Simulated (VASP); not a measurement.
## MoS2: single point with PBEsol

The system is MoS2.

```
Mo S
1.0
     3.20034    0.00000    0.00000
    -1.60017    2.77158    0.00000
     0.00000    0.00000    6.25942
Mo S
1 2
Direct
  0.00000 0.00000 0.50000
  0.33333 0.66667 0.25532
  0.66667 0.33333 0.74468
```

```json
{"Program": "VASP 6.6.1", "Task": "single point", "Functional": "PBEsol", "Potentials or basis": "VASP PAW PBE potentials, release 64 (Mo_sv, S)", "Cutoff": "520 eV", "k mesh": "10 × 10 × 5", "Occupations": "methfessel-paxton, width 0.1 eV", "Spin": "no spin polarisation"}
```

| Quantity | Value |
| --- | --- |
| Pressure | 0.0 GPa |
| Largest force | 0.438 eV/Å |
| Band gap on the k mesh | zero (bands 13 and 14 overlap by 0.76 eV) |

Forces in eV/Å, atoms in the order of the input:
```
Mo   0.000  0.000  0.000
S    0.000  0.000 -0.438
S    0.000  0.000  0.438
```

Stress tensor (GPa, compression positive):
```
-1.54  0.00  0.00
 0.00 -1.54  0.00
 0.00  0.00  3.11
```

Levels at points of the mesh, in eV from the Fermi level:
```
           k point  band 11  band 12  band 13  band 14  band 15  band 16
(0.00, 0.00, 0.00)    -1.26    -1.11    -1.11    -0.39    -0.39     3.21
(0.50, 0.00, 0.00)    -3.36    -1.89    -1.89     0.88     1.66     3.66
```

Run time: 81 s on 1 thread of Intel Xeon 8259CL, with other jobs on the host, peak memory 0.21 GiB.

Caveat: the PAW data sets were made with another functional, which shifts forces and pressure a little; this functional lacks dispersion, which binds the layers, so the pressure and a relaxed spacing across them are unreliable.
